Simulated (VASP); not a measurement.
Here is a VASP 6.6.1 calculation.

INCAR

```
ALGO = Normal ; EDIFF = 1E-6
ENCUT = 520 ; GGA = PE
ISIF = 2 ; ISMEAR = 0
LASPH = T ; LCHARG = F
LREAL = F ; LWAVE = F
NBANDS = 46 ; NELM = 60
PREC = Accurate ; SIGMA = 0.05
```

File KPOINTS:

```
k-points
0
Gamma
  6 6 6
```

The input POSCAR:

```
GaN
1.0
    4.5484769880      0.0000000000      0.0000000000
    0.0000000000     -4.5484769880      0.0000000000
    0.0000000000      0.0000000000     -4.5484769880
Ga N
4 4
Direct
    0.0000569156      0.0000686867      0.0000171152
    0.5000569156      0.5000686867      0.0000171152
    0.5000569156      0.0000686867      0.5000171152
    0.0000569156      0.5000686867      0.5000171152
    0.7499430844      0.7499313133      0.7499828848
    0.2499430844      0.2499313133      0.7499828848
    0.2499430844      0.7499313133      0.2499828848
    0.7499430844      0.2499313133      0.2499828848
```

Potentials or basis: VASP PAW PBE potentials, release 64 (Ga_d, N).

The run is started by

```sh
$ cat potpaw_PBE.64/Ga_d/POTCAR potpaw_PBE.64/N/POTCAR > POTCAR
$ mpirun -np 1 vasp_std > vasp.out
```

(1) Estimate the largest force.

(2) What does it give for the pressure?

(3) Predict the band gap on the k mesh.

## Answers

(1) 0.009 eV/Å.

(2) 0.1 GPa.

(3) 1.55 eV.

Caveat: the cell differs from its parent crystal (all N atoms moved 0.1 Å in one direction, then relaxed in part).
